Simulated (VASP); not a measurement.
**SiC: single point with PBEsol**

SiC:

```
Si C
1.0
     3.10676    0.00000    0.00000
    -1.55338    2.69053    0.00000
     0.00000    0.00000    5.04800
Si C
2 2
Direct
  0.33333 0.66667 0.00000
  0.66667 0.33333 0.50000
  0.33333 0.66667 0.38500
  0.66667 0.33333 0.88500
```

This cell differs from its parent crystal: equal xx and yy strain of +1 %.

| Property | Result |
| --- | --- |
| Program | VASP 6.6.1 |
| Task | single point |
| Functional | PBEsol |
| Potentials or basis | VASP PAW PBE potentials, release 64 (Si, C) |
| Cutoff | 520 eV |
| k mesh | 15 × 15 × 8 |
| Occupations | fermi-dirac, width 0.08 eV |
| Spin | no spin polarisation |
| Dipole correction | no |
| Further INCAR settings | ALGO = Normal; EDIFF = 1e-06; NBANDS = 16 |

| Quantity | Value |
| --- | --- |
| Pressure | -3.9 GPa |
| Largest force | 0.650 eV/Å |
| Band gap on the k mesh | 2.18 eV, indirect (least direct gap 3.83 eV) |

Forces on the atoms (eV/Å):
```
Si   0.000  0.000  0.650
Si   0.000  0.000  0.650
C    0.000  0.000 -0.650
C    0.000  0.000 -0.650
```

Stress tensor (GPa, compression positive):
```
-4.12  0.00  0.00
 0.00 -4.12  0.00
 0.00  0.00 -3.38
```

Levels at points of the mesh, in eV from the valence-band top:
| k point | band 6 | band 7 | band 8 | band 9 | band 10 | band 11 |
| --- | --- | --- | --- | --- | --- | --- |
| (0.00, 0.00, 0.00) | -0.32 | -0.32 | 0.00 | 4.20 | 5.86 | 6.20 |
| (0.00, 0.00, 0.50) | -1.03 | -1.03 | -1.03 | 5.32 | 5.32 | 6.88 |

It took 32 s on 1 thread of Intel(R) Xeon(R) Platinum 8488C (Sapphire Rapids) (shared host), peak memory 0.2 GiB.

Caveat: the cell differs from its parent crystal (equal xx and yy strain of +1 %); the PAW data sets were made with another functional, which shifts forces and pressure a little. A k mesh can miss the band edges.
